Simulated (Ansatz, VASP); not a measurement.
**ZrSi2: VASP beside Ansatz**

```
Zr Si
1.0
     1.84174   -7.43557    0.00000
     1.84174    7.43557    0.00000
     0.00000    0.00000    3.67325
Zr Si
2 4
Cartesian
  1.8417 -5.8605 2.7549
  1.8417 5.8605 0.9183
  1.8417 0.7653 0.9183
  1.8417 -0.7653 2.7549
  1.8417 3.7141 2.7549
  1.8417 -3.7141 0.9183
```

Alike in both runs: task single point; functional PBE; k mesh 6 × 6 × 6; occupations gaussian, width 0.1 eV; no spin polarisation.

|  | VASP | Ansatz |
| --- | --- | --- |
| version | VASP 6.6.1 | Ansatz 0.2.0 |
| potentials or method | VASP PAW PBE potentials, release 64 (Zr_sv, Si), cutoff 500 eV | scalar-relativistic, plane waves, PAW |
| valence electrons in the cell | 40 | 40 |

Ansatz gave:

| Quantity | Value |
| --- | --- |
| gap on the k mesh at the Fermi level (eV) | none |
| pressure (GPa) | 0.7 |
| traceless stress, the component that is largest in VASP (GPa) | 0.74 |
| rms of the force components (eV/Å) | 0.074 |

Question: Estimate VASP's values.

Answer: gap on the k mesh at the Fermi level (eV): none; pressure (GPa): 0.8; traceless stress, the component that is largest in VASP (GPa): 0.75; rms of the force components (eV/Å): 0.070.

Atom by atom the forces differ by 0.004 eV/Å (rms over components). A gap of «none» marks a metal or a gap that the smearing closes. The functional is the same, so the differences come from potentials, cutoffs and numerics.
